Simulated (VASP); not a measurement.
**Si2Sn5: single point with PBE**

Crystal: Si2Sn5.

```xyz
7
Lattice="0.0000 5.8164 5.8164 5.8164 0.0000 5.8164 5.8164 5.8164 0.0000" Properties=species:S:1:pos:R:3 pbc="T T T"
Si    2.9082    2.9082    2.9082
Si    5.8164    5.8164    5.8164
Sn    0.0000    0.0000    0.0000
Sn    4.3597    4.3597    4.3597
Sn    7.2731    7.2731    4.3597
Sn    7.2731    4.3597    7.2731
Sn    4.3597    7.2731    7.2731
```

The cell was built from a structure type or drawn by symmetry, and may not be a known phase.

```yaml
Program: VASP 6.6.1
Task: single point
Functional: PBE
Potentials_or_basis: VASP PAW PBE potentials, release 64 (Si, Sn_d)
Cutoff: 500 eV
k_mesh: 3 × 3 × 3
Occupations: gaussian, width 0.2 eV
Spin: no spin polarisation
Dipole_correction: no
Further_INCAR_settings: ALGO = Normal; EDIFF = 1e-06; NBANDS = 48
```

- Pressure: 0.3 GPa
- Largest force: 0.004 eV/Å
- Band gap on the k mesh: zero (bands 39 and 40 overlap by 0.20 eV)

Forces on the atoms (eV/Å):
```
Si   0.000  0.000  0.000
Si   0.000  0.000  0.000
Sn   0.000  0.000  0.000
Sn  -0.002 -0.002 -0.002
Sn   0.002  0.002 -0.002
Sn   0.002 -0.002  0.002
Sn  -0.002  0.002  0.002
```

Levels at points of the mesh, in eV from the Fermi level:
| k point | band 37 | band 38 | band 39 | band 40 | band 41 | band 42 |
| --- | --- | --- | --- | --- | --- | --- |
| (0.00, 0.00, 0.00) | -0.60 | -0.22 | -0.22 | -0.22 | 0.96 | 0.96 |

It took 3 min on 1 thread of Intel Xeon 8259CL, with other jobs on the host, peak memory 0.5 GiB.

Caveat: semilocal functionals underestimate gaps, so a narrow gap can read as zero; spin-orbit coupling is left out, which moves the levels of the heavy elements.
